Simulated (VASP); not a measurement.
Input of a VASP 6.6.1 run:

The input INCAR:

```
PREC = Accurate
ENCUT = 520
EDIFF = 1E-6
ISMEAR = 0
SIGMA = 0.1
LREAL = False
LASPH = True
NELM = 60
ALGO = Normal
ISIF = 2
LWAVE = False
LCHARG = True
GGA = PE
LELF = True
LVHAR = True
NBANDS = 66
```

Contents of KPOINTS:

```
regular mesh
0
Gamma
  6 6 1
```

POSCAR

```
Cd5HgS6
1.0
    4.0905539100      0.0000000000      0.0000000000
   -2.0452769600      3.5425236100      0.0000000000
    0.0000000000      0.0000000000     19.9214902500
Cd Hg S
5 1 6
Direct
    0.3333333300      0.6666666700      0.0000000000
    0.3333333300      0.6666666700      0.6666666700
    0.6666666700      0.3333333300      0.1666666700
    0.6666666700      0.3333333300      0.5000000000
    0.6666666700      0.3333333300      0.8333333300
    0.3333333300      0.6666666700      0.3333333300
    0.3333333300      0.6666666700      0.1250000000
    0.3333333300      0.6666666700      0.4583333300
    0.3333333300      0.6666666700      0.7916666700
    0.6666666700      0.3333333300      0.2916666700
    0.6666666700      0.3333333300      0.6250000000
    0.6666666700      0.3333333300      0.9583333300
```

Potentials or basis: VASP PAW PBE potentials, release 64 (Cd, Hg, S).

Command:

```console
$ cat potpaw_PBE.64/Cd/POTCAR potpaw_PBE.64/Hg/POTCAR potpaw_PBE.64/S/POTCAR > POTCAR
$ mpirun -np 1 vasp_std > vasp.out
```

Problem. Predict the band gap on the k mesh.

Solution. 0.80 eV.

Problem. What does it give for the pressure?

Solution. 5.8 GPa.

Forces in eV/Å, atoms in the order of the input:
```
Cd   0.000  0.000 -0.076
Cd   0.000  0.000 -0.076
Cd   0.000  0.000 -0.108
Cd   0.000  0.000 -0.084
Cd   0.000  0.000 -0.076
Hg   0.000  0.000 -0.056
S    0.000  0.000  0.082
S    0.000  0.000  0.271
S    0.000  0.000  0.077
S    0.000  0.000 -0.111
S    0.000  0.000  0.082
S    0.000  0.000  0.076
```

Caveat: the cell stands under pressure; spin-orbit coupling is left out, which moves the levels of the heavy elements.
